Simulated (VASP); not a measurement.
Input of a VASP 6.6.1 run:

Contents of INCAR:

```
  ALGO = Normal
  EDIFF = 1E-7
  EDIFFG = -0.08
  ENCUT = 500
  GGA = PE
  GGA_COMPAT = F
  IBRION = 2
  ISIF = 3
  ISMEAR = 0
  LASPH = T
  LCHARG = F
  LREAL = F
  LWAVE = F
  NELM = 120
  NELMIN = 4
  NSW = 36
  PREC = Accurate
  SIGMA = 0.2
```

KPOINTS

```
k-points
0
Gamma
  3 3 3
```

The input POSCAR:

```
CdSe4
1.0
    5.1073779100      0.0000000000      0.0000000000
    0.0000000000      5.1073779100      0.0000000000
    0.0000000000      0.0000000000      5.1073779100
Cd Se
1 4
Direct
    0.5000000000      0.5000000000      0.5000000000
    0.0000000000      0.5000000000      0.5000000000
    0.5000000000      0.0000000000      0.5000000000
    0.5000000000      0.5000000000      0.0000000000
    0.0000000000      0.0000000000      0.0000000000
```

Potentials or basis: VASP PAW PBE potentials, release 64 (Cd, Se).

Run with:

```sh
$ cat potpaw_PBE.64/Cd/POTCAR potpaw_PBE.64/Se/POTCAR > POTCAR
$ mpirun -np 1 vasp_std > vasp.out
```

Problem. Predict the relaxed volume.

Solution. 28.66 Å³/atom.

Problem. Predict the space group after relaxing (to 0.1 Å).

Solution. Pm-3m (No. 221).

Problem. What does it give for the band gap on the k mesh?

Solution. Zero (bands 18 and 19 overlap by 0.54 eV).

The path:
```csv
step,energy change (eV),largest force (eV/Å),pressure (GPa),volume (Å³)
1,0.0000,0.0000,3.07,133.23
2,-0.0827,0.0000,-0.21,143.32
```

Caveat: the k points lie up to 0.40 Å⁻¹ apart in the final cell, too coarse for converged energies and pressures of a metal; semilocal functionals underestimate gaps, and a narrow one can read as zero.
